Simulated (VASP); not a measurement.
Write the native input for VASP 6.6.1 that does the following.

| Property | Result |
| --- | --- |
| Task | relaxation of cell and atoms |
| Functional | PBE |
| Potentials or basis | VASP PAW PBE potentials, release 64 (Na_pv, H) |
| Cutoff | 500 eV |
| k mesh | 6 × 6 × 6 |
| Occupations | gaussian, width 0.1 eV |
| Spin | no spin polarisation |
| Dipole correction | no |
| Further INCAR settings | ALGO = Normal; EDIFF = 1e-07; IBRION = 2; EDIFFG = -0.04; NSW = 90; ISIF = 3 |

The structure of NaH lies in POSCAR:

```
NaH
1.0
    2.9906901900     -1.7132025700      0.0000000000
    2.9906901900      1.7132025700      0.0000000000
   -1.9682124300      0.0000000000      2.8350524500
Na H
1 1
Direct
    0.9403951700      0.9403951700      0.0018663100
    0.5596048300      0.5596048300      0.4981336900
```

One way to write it, as run:

INCAR

```
PREC = Accurate
ENCUT = 500
EDIFF = 1E-7
ISMEAR = 0
SIGMA = 0.1
LREAL = F
LASPH = T
NELM = 120
ALGO = Normal
ISIF = 3
LWAVE = F
LCHARG = F
GGA = PE
IBRION = 2
NSW = 90
EDIFFG = -0.04
GGA_COMPAT = F
NELMIN = 4
```

KPOINTS

```
regular mesh
0
Gamma
  6 6 6
```

Potentials or basis: VASP PAW PBE potentials, release 64 (Na_pv, H).

Run with:

```sh
$ cat potpaw_PBE.64/Na_pv/POTCAR potpaw_PBE.64/H/POTCAR > POTCAR
$ mpirun -np 1 vasp_std > vasp.out
```

It gave:

```json
{
 "Relaxed volume": "14.20 Å³/atom",
 "Relaxed cell": "a = 3.428 Å, b = 3.428 Å, c = 3.443 Å, α = 120.39°, β = 120.39°, γ = 59.80°",
 "Space group after relaxing (to 0.1 Å)": "Fm-3m (No. 225)",
 "Energy gained by relaxing": "108.4 meV/atom",
 "Ionic steps": "17",
 "Pressure after relaxing": "-0.2 GPa",
 "Largest force after relaxing": "0.035 eV/Å",
 "Band gap on the k mesh": "3.74 eV (least direct gap 4.59 eV)"
}
```

Run time: 4 min on 1 thread of AMD EPYC 7R43 64-Core Processor (Zen 3) (shared host), peak memory 0.12 GiB.
